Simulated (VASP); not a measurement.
# W (Pm-3m) in VASP: a series of runs

The runs below take W through single point, relaxation of cell and atoms, with PBE.

Program: VASP 6.6.1. These are calculated values, not measurements. Logs are shortened: lines on timing, memory, paths and dates and some standing lists are left out, and cuts for length are marked.

## (1) The cell of the first run

Symmetry: Pm-3m, No. 221, cubic system. The conventional cell has a = 2.541 Å, b = 2.541 Å, c = 2.541 Å, α = 90.00°, β = 90.00°, γ = 90.00°. Within 3.4 Å of W (site symmetry m-3m) lie 6 W at 2.54 Å.

## (2) Single point, PBE

Contents of INCAR:

```
SYSTEM = W
ALGO = Normal ; EDIFF = 1E-6
ENCUT = 520 ; GGA = PE
ISIF = 2 ; ISMEAR = 0
LASPH = .TRUE. ; LCHARG = .FALSE.
LREAL = .FALSE. ; LWAVE = .FALSE.
NBANDS = 13 ; NELM = 60
PREC = Accurate ; SIGMA = 0.1
```

Contents of KPOINTS:

```
k-points
0
G
  18 18 18
  0 0 0
```

Contents of POSCAR:

```
W
1.0
    2.5408917415      0.0000000000      0.0000000000
    0.0000000000      2.5408917415      0.0000000000
    0.0000000000      0.0000000000      2.5408917415
W
1
Direct
    0.0000000000      0.0000000000      0.0000000000
```

Potentials or basis: VASP PAW PBE potentials, release 64 (W_sv).

The run is started by

```
$ cat potpaw_PBE.64/W_sv/POTCAR > POTCAR
$ mpirun -np 1 vasp_std > vasp.out
```

OUTCAR:

```text
SYSTEM = W
   EDIFF = 1E-6
   ENCUT = 520
   GGA = PE
   ISIF = 2
   ISMEAR = 0
   LASPH = .TRUE.
   LREAL = .FALSE.
   NELM = 60
   PREC = Accurate

 ion  position               nearest neighbor table
   1  0.000  0.000  0.000-

  LATTYP: Found a simple cubic cell.
 ALAT       =     2.5408917415

  Lattice vectors:

 A1 = (   2.5408917415,   0.0000000000,   0.0000000000)
 A2 = (   0.0000000000,   2.5408917415,   0.0000000000)
 A3 = (   0.0000000000,   0.0000000000,   2.5408917415)

Analysis of symmetry for initial positions (statically):
=====================================================================
 Subroutine PRICEL returns:
 Original cell was already a primitive cell.

 Routine SETGRP: Setting up the symmetry group for a
 simple cubic supercell.

 Subroutine GETGRP returns: Found 48 space group operations
 (whereof 48 operations were pure point group operations)
 out of a pool of 48 trial point group operations.

The static configuration has the point symmetry O_h .

Analysis of symmetry for dynamics (positions and initial velocities):
=====================================================================
 Subroutine PRICEL returns:
 Original cell was already a primitive cell.

 Routine SETGRP: Setting up the symmetry group for a
 simple cubic supercell.

 Subroutine GETGRP returns: Found 48 space group operations
 (whereof 48 operations were pure point group operations)
 out of a pool of 48 trial point group operations.

The dynamic configuration has the point symmetry O_h .

 Subroutine INISYM returns: Found 48 space group operations
 (whereof 48 operations are pure point group operations),
 and found     1 'primitive' translations

----------------------------------------------------------------------------------------

                                     Primitive cell

  volume of cell :      16.4043

  direct lattice vectors                    reciprocal lattice vectors
     2.540891741  0.000000000  0.000000000     0.393562616  0.000000000  0.000000000
     0.000000000  2.540891741  0.000000000     0.000000000  0.393562616  0.000000000
     0.000000000  0.000000000  2.540891741     0.000000000  0.000000000  0.393562616

  length of vectors
     2.540891741  2.540891741  2.540891741     0.393562616  0.393562616  0.393562616

  position of ions in fractional coordinates (direct lattice)
     0.000000000  0.000000000  0.000000000

  ion indices of the primitive-cell ions
   primitive index   ion index
                 1           1

----------------------------------------------------------------------------------------

 KPOINTS: k-points

Automatic generation of k-mesh.
 Grid dimensions read from file:
 generate k-points for:   18   18   18

 Generating k-lattice:

  Cartesian coordinates                     Fractional coordinates (reciprocal lattice)
     0.021864590  0.000000000  0.000000000     0.055555556  0.000000000  0.000000000
     0.000000000  0.021864590  0.000000000     0.000000000  0.055555556  0.000000000
     0.000000000  0.000000000  0.021864590     0.000000000  0.000000000  0.055555556

  Length of vectors
     0.021864590  0.021864590  0.021864590

  Shift w.r.t. Gamma in fractional coordinates (k-lattice)
     0.000000000  0.000000000  0.000000000

 Subroutine IBZKPT returns following result:
 ===========================================

 Found    220 irreducible k-points:

 Following reciprocal coordinates:
            Coordinates               Weight
  0.000000  0.000000  0.000000      1.000000
  0.055556  0.000000  0.000000      6.000000
  0.111111  0.000000  0.000000      6.000000
  0.166667  0.000000  0.000000      6.000000
  0.222222  0.000000  0.000000      6.000000
  0.277778  0.000000  0.000000      6.000000
[... 16 lines left out ...]
  0.277778  0.111111  0.000000     24.000000
  0.333333  0.111111  0.000000     24.000000
 [... further k-points ...]
   k-points           NKPTS =    220   k-points in BZ     NKDIM =    220   number of bands    NBANDS=     13
   number of dos      NEDOS =    301   number of ions     NIONS =      1
   total plane-waves  NPLWV =   8000
   dimension x,y,z NGX =    20 NGY =   20 NGZ =   20
   dimension x,y,z NGXF=    40 NGYF=   40 NGZF=   40
   ions per type =               1
   NGX,Y,Z   is equivalent  to a cutoff of  13.09, 13.09, 13.09 a.u.
   NGXF,Y,Z  is equivalent  to a cutoff of  26.17, 26.17, 26.17 a.u.
 SYSTEM =  W
   PREC   = accura    normal or accurate (medium, high low for compatibility)
   ISTART =      0    job   : 0-new  1-cont  2-samecut
   ICHARG =      2    charge: 1-file 2-atom 10-const
   ISPIN  =      1    spin polarized calculation?
   LNONCOLLINEAR =      F non collinear calculations
   LSORBIT =      F    spin-orbit coupling
   LASPH  =      T    aspherical Exc in radial PAW
   ENCUT  =  520.0 eV  38.22 Ry    6.18 a.u.   4.72  4.72  4.72*2*pi/ulx,y,z
   NELM   =     60;   NELMIN=  2; NELMDL= -5     # of ELM steps
   EDIFF  = 0.1E-05   stopping-criterion for ELM
[... 21 lines left out ...]
  Fermi-wavevector in a.u.,A,eV,Ry     =   1.552857  2.934473 32.808593  2.411364
  Thomas-Fermi vector in A             =   2.657171
   LORBIT       =      0    0 simple, 1 ext, 2 COOP (PROOUT), +10 PAW based schemes
   GGA     = PE    functional components
   LHFCALC =     F    Hartree Fock is set to
   AEXX    =    0.0000 exact exchange contribution
   IVDW    =     0    specifies the selected vdW correction
   LEPSILON=     F    determine dielectric tensor
   LRPA    =     F    only Hartree local field effects (RPA)
 non-spin polarized calculation
 Gauss-broadening in eV      SIGMA  =   0.10
  energy-cutoff  :      520.00
  volume of cell :       16.40
 maximum number of plane-waves:       466
 NGX is ok and might be reduce to    20
   NGX =  9   NGY =  9   NGZ =  9

 number of electron      13.9999998 magnetization

 Free energy of the ion-electron system (eV)
  ---------------------------------------------------
  ext. energy  EPLUGINS =         0.00000000
  ---------------------------------------------------
  free energy    TOTEN  =       -11.31723599 eV

  energy without entropy =      -11.31068142  energy(sigma->0) =      -11.31395871

 E-fermi :  10.8950     XC(G=0): -13.2973

 val. band max:       10.8904810348   @ k =   0.5000   0.2778   0.1111
 cond. band min:      10.8958040657   @ k =   0.4444   0.3333   0.1667
 fundamental gap:      0.0053230308
 Fermi energy:        10.8949585392

 k-point     1 :       0.0000    0.0000    0.0000
  band No.  band energies     occupation
      1     -63.1925      2.00000
      2     -26.6219      2.00000
      3     -26.6219      2.00000
      4     -26.6219      2.00000
      5       1.7143      2.00000
      6       5.8919      2.00000
      7       5.8919      2.00000
      8      16.3033      0.00000
      9      16.3033      0.00000
     10      16.3033      0.00000
     11      26.4927      0.00000
     12      26.4927      0.00000
     13      26.4927      0.00000

 k-point     2 :       0.0556    0.0000    0.0000
  band No.  band energies     occupation
      1     -63.1880      2.00000
      2     -26.6808      2.00000
      3     -26.6170      2.00000
      4     -26.6170      2.00000
      5       1.8286      2.00000
      6       5.9217      2.00000
      7       6.0200      2.00000
      8      16.0934      0.00000
      9      16.0934      0.00000
     10      16.3173      0.00000
     11      25.8900      0.00000
     12      26.7536      0.00000
     13      26.7536      0.00000

 k-point     3 :       0.1111    0.0000    0.0000
  band No.  band energies     occupation
      1     -63.1750      2.00000
      2     -26.8481      2.00000
      3     -26.6029      2.00000
      4     -26.6029      2.00000
      5       2.1509      2.00000
      6       6.0086      2.00000
      7       6.4031      2.00000
      8      15.5402      0.00000
      9      15.5402      0.00000
     10      16.3579      0.00000
     11      24.5721      0.00000
     12      27.4509      0.00000
     13      27.4509      0.00000
[... 305 lines left out ...]
 k-point    23 :       0.2778    0.1111    0.0000
  band No.  band energies     occupation
      1     -63.0874      2.00000
      2     -27.6750      2.00000
      3     -26.7447      2.00000
      4     -26.5077      2.00000
      5       4.2290      2.00000
      6       6.9176      2.00000
      7       8.7814      2.00000
      8      12.6146      0.00000
      9      13.3727      0.00000
     10      15.9127      0.00000
     11      21.6358      0.00000
     12      27.6676      0.00000
     13      28.7053      0.00000

 k-point    24 :       0.3333    0.1111    0.0000
  band No.  band energies     occupation
      1     -63.0629      2.00000
      2     -27.9508      2.00000
      3     -26.7158      2.00000
      4     -26.4809      2.00000
      5       4.8207      2.00000
      6       7.1215      2.00000
      7       9.1925      2.00000
      8      12.4630      0.00000
      9      12.7675      0.00000
     10      16.0057      0.00000
     11      21.0219      0.00000
     12      27.1097      0.00000
     13      28.9851      0.00000

 [... further k-points ...]

------------------------ aborting loop because EDIFF is reached ----------------------------------------

  FORCE on cell =-STRESS in cart. coord.  units (eV):
  Direction    XX          YY          ZZ          XY          YZ          ZX
  --------------------------------------------------------------------------------------
  -------------------------------------------------------------------------------------
  Total        3.2035891      3.2035891      3.2035891     -0.0000000     -0.0000000     -0.0000000
  in kB      312.8879944    312.8879944    312.8879944     -0.0000000     -0.0000000     -0.0000000
  external PRESSURE =     312.8879944 kB  Pullay stress =       0.0000000 kB

 VOLUME and BASIS-vectors are now :
 -----------------------------------------------------------------------------
  energy-cutoff  :      520.00
  volume of cell :       16.40
      direct lattice vectors                 reciprocal lattice vectors
     2.540891741  0.000000000  0.000000000     0.393562616  0.000000000  0.000000000
     0.000000000  2.540891741  0.000000000     0.000000000  0.393562616  0.000000000
     0.000000000  0.000000000  2.540891741     0.000000000  0.000000000  0.393562616

 POSITION                                       TOTAL-FORCE (eV/Angst)
 -----------------------------------------------------------------------------------
      0.00000      0.00000      0.00000         0.000000      0.000000      0.000000
 -----------------------------------------------------------------------------------
    total drift:                               -0.000000      0.000000      0.000000

  FREE ENERGIE OF THE ION-ELECTRON SYSTEM (eV)
  ---------------------------------------------------
  free  energy   TOTEN  =       -11.3172359880 eV

  energy  without entropy=      -11.3106814247  energy(sigma->0) =      -11.31395871
```

Run time: 15 s. Hardware: 1 thread of Intel Xeon 6975P-C (Granite Rapids), shared host; peak memory 0.16 GiB.

Results:

```
Free energy            : -11.3172 eV
Pressure               : 31.3 GPa
Band gap on the k mesh : zero (band 7 reaches 12.92 eV, above the bottom of band 8 at 9.80 eV)
```

Caveat: spin-orbit coupling is left out, which moves the levels of the heavy elements.

## (3) Single point, PBE

This run uses another cell than the first one, of 16.96 Å³/atom, 1.034 times its volume.

Contents of INCAR:

```
SYSTEM = W
ALGO     = Normal         ! electronic algorithm
EDIFF    = 1E-6           ! SCF threshold, eV
ENCUT    = 520            ! plane-wave cutoff, eV
GGA      = PE             ! functional
ISIF     = 2              ! what is computed and relaxed
ISMEAR   = 0              ! smearing method
LASPH    = .TRUE.         ! aspherical terms in the spheres
LCHARG   = .FALSE.        ! write CHGCAR
LREAL    = .FALSE.        ! projectors in reciprocal space
LWAVE    = .FALSE.        ! write WAVECAR
NBANDS   = 13             ! bands
NELM     = 100            ! most SCF steps
PREC     = Accurate       ! precision mode
SIGMA    = 0.1            ! smearing width, eV
```

KPOINTS is that of step 2.

Contents of POSCAR:

```
W
1.0
    2.5691412672      0.0000000000      0.0000000000
    0.0000000000      2.5691412672      0.0000000000
    0.0000000000      0.0000000000      2.5691412672
W
1
Direct
    0.0000000000      0.0000000000      0.0000000000
```

Potentials or basis: VASP PAW PBE potentials, release 64 (W_sv).

The run is started by

```
$ cat potpaw_PBE.64/W_sv/POTCAR > POTCAR
$ mpirun -np 1 vasp_std > vasp.out
```

It took 15 s on 1 thread of Intel Xeon 6975P-C (Granite Rapids), shared host; peak memory 0.15 GiB.

The run converged. Its results:

```
Free energy            : -11.4074 eV
Pressure               : 21.0 GPa
Band gap on the k mesh : zero (band 7 reaches 12.39 eV, above the bottom of band 8 at 9.35 eV)
```

Levels at points of the mesh, in eV from the Fermi level:
| k point | band 3 | band 4 | band 5 | band 6 | band 7 | band 8 | band 9 | band 10 | band 11 | band 12 |
| --- | --- | --- | --- | --- | --- | --- | --- | --- | --- | --- |
| (0.00, 0.00, 0.00) | -37.58 | -37.58 | -8.99 | -4.79 | -4.79 | 5.19 | 5.19 | 5.19 | 15.31 | 15.31 |
| (0.50, 0.00, 0.00) | -37.43 | -37.43 | -5.33 | -3.71 | -0.76 | 0.94 | 0.94 | 5.65 | 10.16 | 13.98 |
| (0.50, 0.50, 0.00) | -38.95 | -37.29 | -6.18 | -3.09 | 1.81 | 1.81 | 5.13 | 5.13 | 8.15 | 15.57 |
| (0.50, 0.50, 0.50) | -38.75 | -38.75 | -4.36 | -4.36 | -4.36 | 7.14 | 8.48 | 8.48 | 12.60 | 12.60 |

Caveat: spin-orbit coupling is left out, which moves the levels of the heavy elements.

## (4) Single point, PBE

This run uses another cell than the first one, of 17.61 Å³/atom, 1.074 times its volume.

Contents of INCAR:

```
SYSTEM = W
  PREC = Accurate
  ENCUT = 520
  EDIFF = 1E-6
  ISMEAR = 0
  SIGMA = 0.1
  LREAL = .False.
  LASPH = .True.
  NELM = 80
  ALGO = Normal
  ISIF = 2
  LWAVE = .False.
  LCHARG = .False.
  GGA = PE
  NBANDS = 13
```

Contents of KPOINTS:

```
regular mesh
0
Gamma
  18 18 18
  0 0 0
```

Contents of POSCAR:

```
W
1.0
    2.6017970096      0.0000000000      0.0000000000
    0.0000000000      2.6017970096      0.0000000000
    0.0000000000      0.0000000000      2.6017970096
W
1
Direct
    0.0000000000      0.0000000000      0.0000000000
```

The run is started by

```
$ cat potpaw_PBE.64/W_sv/POTCAR > POTCAR
$ mpirun -np 1 vasp_std > vasp.out
```

Wall time 15 s (1 thread of Intel Xeon 6975P-C (Granite Rapids), shared host); peak memory 0.16 GiB.

It converged, with:

```yaml
Free_energy: -11.4722 eV
Pressure: 10.8 GPa
Band_gap_on_the_k_mesh: zero (band 7 reaches 11.80 eV, above the bottom of band 8 at 8.84 eV)
```

Levels at points of the mesh, in eV from the Fermi level:
```
           k point  band 4  band 5  band 6  band 7  band 8  band 9  band 10  band 11
(0.00, 0.00, 0.00)  -37.64   -8.78   -4.55   -4.55    4.95    4.95     4.95    14.98
(0.50, 0.00, 0.00)  -37.51   -5.20   -3.53   -0.76    0.94    0.94     5.37     9.67
(0.50, 0.50, 0.00)  -37.39   -5.84   -3.00    1.76    1.76    4.93     4.93     7.75
(0.50, 0.50, 0.50)  -38.69   -4.11   -4.11   -4.11    7.25    8.05     8.05    12.05
```

Caveat: spin-orbit coupling is left out, which moves the levels of the heavy elements.

## (5) Single point, PBE

This run uses another cell than the first one, of 18.41 Å³/atom, 1.122 times its volume.

Contents of INCAR:

```
SYSTEM = W
PREC = Accurate
ENCUT = 520
EDIFF = 1E-7
ISMEAR = 0
SIGMA = 0.1
LREAL = .FALSE.
LASPH = .TRUE.
NELM = 80
ALGO = Normal
ISIF = 2
LWAVE = .FALSE.
LCHARG = .FALSE.
GGA = PE
NBANDS = 13
```

Contents of KPOINTS:

```
regular mesh
0
G
  18 18 18
  0 0 0
```

Contents of POSCAR:

```
W
1.0
    2.6402530518      0.0000000000      0.0000000000
    0.0000000000      2.6402530518      0.0000000000
    0.0000000000      0.0000000000      2.6402530518
W
1
Direct
    0.0000000000      0.0000000000      0.0000000000
```

The run is started by

```
$ cat potpaw_PBE.64/W_sv/POTCAR > POTCAR
$ mpirun -np 1 vasp_std > vasp.out
```

Wall time 16 s (1 thread of Intel Xeon 6975P-C (Granite Rapids), shared host); peak memory 0.15 GiB.

It converged, with:

| Item | Value |
| --- | --- |
| Free energy | -11.4998 eV |
| Pressure | 0.6 GPa |
| Band gap on the k mesh | zero (band 7 reaches 11.13 eV, above the bottom of band 8 at 8.34 eV) |

Levels at points of the mesh, in eV from the Fermi level:
| k point | band 4 | band 5 | band 6 | band 7 | band 8 | band 9 | band 10 | band 11 |
| --- | --- | --- | --- | --- | --- | --- | --- | --- |
| (0.00, 0.00, 0.00) | -37.73 | -8.53 | -4.29 | -4.29 | 4.67 | 4.67 | 4.67 | 14.61 |
| (0.50, 0.00, 0.00) | -37.61 | -5.05 | -3.33 | -0.75 | 0.93 | 0.93 | 5.07 | 9.12 |
| (0.50, 0.50, 0.00) | -37.51 | -5.48 | -2.89 | 1.69 | 1.69 | 4.71 | 4.71 | 7.30 |
| (0.50, 0.50, 0.50) | -38.65 | -3.84 | -3.84 | -3.84 | 7.36 | 7.57 | 7.57 | 11.44 |

Caveat: spin-orbit coupling is left out, which moves the levels of the heavy elements.

## (6) Relaxation of cell and atoms, PBE

This run uses another cell than the first one, of 17.37 Å³/atom, 1.059 times its volume.

Contents of INCAR:

```
ALGO = Normal
EDIFF = 1E-7
EDIFFG = -0.01
ENCUT = 600
GGA = PE
IBRION = 2
ISIF = 3
ISMEAR = 0
LASPH = T
LCHARG = F
LREAL = F
LWAVE = F
NELM = 100
NSW = 60
PREC = Accurate
SIGMA = 0.1
```

Contents of KPOINTS:

```
k-points
0
Gamma
  18 18 18
```

Contents of POSCAR:

```
W
1.0
    2.5900000000      0.0000000000      0.0000000000
    0.0000000000      2.5900000000      0.0000000000
    0.0000000000      0.0000000000      2.5900000000
W
1
Direct
    0.0000000000      0.0000000000      0.0000000000
```

Potentials or basis: VASP PAW PBE potentials, release 64 (W_sv).

The run is started by

```
$ cat potpaw_PBE.64/W_sv/POTCAR > POTCAR
$ mpirun -np 1 vasp_std > vasp.out
```

It took 47 s on 1 thread of Intel Xeon 6975P-C (Granite Rapids), shared host; peak memory 0.19 GiB.

It converged, with:

```
Free energy                            : -11.4998 eV
Relaxed volume                         : 18.46 Å³/atom
Relaxed cell                           : a = 2.643 Å, b = 2.643 Å, c = 2.643 Å, α = 90.00°, β = 90.00°, γ = 90.00°
Space group after relaxing (to 0.05 Å) : Pm-3m (No. 221)
Energy gained by relaxing              : 46.3 meV/atom
Ionic steps                            : 4
Pressure after relaxing                : 0.0 GPa
Band gap on the k mesh                 : zero (band 7 reaches 11.08 eV, above the bottom of band 8 at 8.30 eV)
```

The path:
| step | energy change (eV) | largest force (eV/Å) | pressure (GPa) | volume (Å³) |
| --- | --- | --- | --- | --- |
| 1 | 0.0000 | 0.0000 | 14.37 | 17.37 |
| 2 | 0.2234 | 0.0000 | -24.13 | 21.59 |
| 3 | -0.0461 | 0.0000 | -0.74 | 18.52 |
| 4 | -0.0463 | 0.0000 | -0.05 | 18.46 |

Final structure:
```yaml
crystal:
  lattice:
    - [2.64302, 0.00000, 0.00000]
    - [0.00000, 2.64302, 0.00000]
    - [0.00000, 0.00000, 2.64302]
  atoms:
    - { symbol: W, position: [0.00000, 0.00000, 0.00000] }
```

Levels at points of the mesh, in eV from the Fermi level:
```
           k point  band 4  band 5  band 6  band 7  band 8  band 9  band 10  band 11
(0.00, 0.00, 0.00)  -37.73   -8.52   -4.27   -4.27    4.65    4.65     4.65    14.58
(0.50, 0.00, 0.00)  -37.62   -5.04   -3.32   -0.75    0.93    0.93     5.04     9.08
(0.50, 0.50, 0.00)  -37.51   -5.45   -2.88    1.68    1.68    4.69     4.69     7.26
(0.50, 0.50, 0.50)  -38.65   -3.82   -3.82   -3.82    7.36    7.54     7.54    11.39
```

Caveat: spin-orbit coupling is left out, which moves the levels of the heavy elements.

## (7) The runs side by side

```tsv
task	cell	cutoff (eV)	gap on the mesh (eV)	pressure (GPa)
single point	a = 2.541 Å, 1 atom	520	none	31.3
single point	a = 2.569 Å, 1 atom	520	none	21.0
single point	a = 2.602 Å, 1 atom	520	none	10.8
single point	a = 2.640 Å, 1 atom	520	none	0.6
relaxation of cell and atoms	relaxed from a = 2.590 Å, 1 atom	600	none	0.0
```

Alike in all rows: level PBE; potentials or basis VASP PAW PBE potentials, release 64 (W_sv); no spin polarisation; k mesh 18 × 18 × 18; smearing gaussian 0.1 eV.

Caveats: spin-orbit coupling is left out, which moves the levels of the heavy elements.

Absolute energies hang on the potentials; compare differences alone.
